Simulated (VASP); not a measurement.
NiO:

```
CELL_PARAMETERS angstrom
0.00000 2.08590 2.08590
2.08590 0.00000 2.08590
2.08590 2.08590 0.00000
ATOMIC_POSITIONS crystal
Ni 0.00000 0.00000 0.00000
O 0.50000 0.50000 0.50000
```

| Quantity | Value |
| --- | --- |
| Program | VASP 6.6.1 |
| Task | relaxation of cell and atoms |
| Functional | revPBE |
| Potentials or basis | VASP PAW PBE potentials, release 64 (Ni, O) |
| Cutoff | 600 eV |
| k mesh | 11 × 11 × 11 |
| Occupations | fermi-dirac, width 0.05 eV |
| Spin | collinear spin, ferromagnetic start |
| Starting moments | [1.0, 0.0] μB |

At the start: pressure 10.7 GPa; volume 9.08 Å³/atom.

Q: How do energy, volume and symmetry change on relaxing?

A: Over 3 steps the energy falls by 17.7 meV/atom and the volume is 9.63 Å³/atom (+6.1 %); space group Fm-3m (No. 225, to 0.05 Å); moment 1.88 μB per cell.

Step by step:
```
step  energy change (eV)  largest force (eV/Å)  pressure (GPa)  volume (Å³)
   1              0.0000                0.0000           10.75        18.15
   2             -0.0284                0.0000           -4.17        19.80
   3             -0.0354                0.0000            0.07        19.26
```

Final structure:
```xyz
2
Lattice="0.0000 2.1276 2.1276 2.1276 0.0000 2.1276 2.1276 2.1276 0.0000" Properties=species:S:1:pos:R:3 pbc="T T T"
Ni    0.0000    0.0000    0.0000
O     2.1276    2.1276    2.1276
```

Caveat: the PAW data sets were made with another functional, which shifts forces and pressure a little; a cell with one magnetic atom can't hold antiferromagnetic order, which such compounds often take.
